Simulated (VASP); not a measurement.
Wanted: the native input for a VASP 6.6.1 run.

* Task: single point
* Functional: PBE
* Potentials or basis: VASP PAW PBE potentials, release 64 (Mn_pv, Hg)
* Cutoff: 520 eV
* k mesh: 10 × 10 × 10
* Occupations: fermi-dirac, width 0.1 eV
* Spin: no spin polarisation
* Dipole correction: no
* Further INCAR settings: ALGO = Normal; EDIFF = 1e-07; NBANDS = 20

The structure of MnHg lies in POSCAR:

```
MnHg
1.0
    3.5030327844      0.0000000000      0.0000000000
    0.0000000000      3.5030327844      0.0000000000
    0.0000000000      0.0000000000      3.5030327844
Mn Hg
1 1
Direct
    0.5000000000      0.5000000000      0.5000000000
    0.0000000000      0.0000000000      0.0000000000
```

These files were run (other wordings do the same):

INCAR

```
PREC = Accurate
ENCUT = 520
EDIFF = 1E-7
ISMEAR = -1
SIGMA = 0.1
LREAL = F
LASPH = T
NELM = 60
ALGO = Normal
ISIF = 2
LWAVE = F
LCHARG = F
GGA = PE
NBANDS = 20
```

KPOINTS

```
regular mesh
0
Gamma
  10 10 10
```

Potentials or basis: VASP PAW PBE potentials, release 64 (Mn_pv, Hg).

Launch:

```console
$ cat potpaw_PBE.64/Mn_pv/POTCAR potpaw_PBE.64/Hg/POTCAR > POTCAR
$ mpirun -np 1 vasp_std > vasp.out
```

Results of the run:

```yaml
Pressure: -18.9 GPa
Band_gap_on_the_k_mesh: zero (an odd number of electrons rules out a gap without spin polarisation)
```

Caveat: the cell stands under tension; spin-orbit coupling is left out, which moves the levels of the heavy elements; the run has no spin polarisation, though such a crystal can be magnetic.

Run time: 64 s on 1 thread of Intel Xeon 8259CL, with other jobs on the host, peak memory 0.19 GiB.
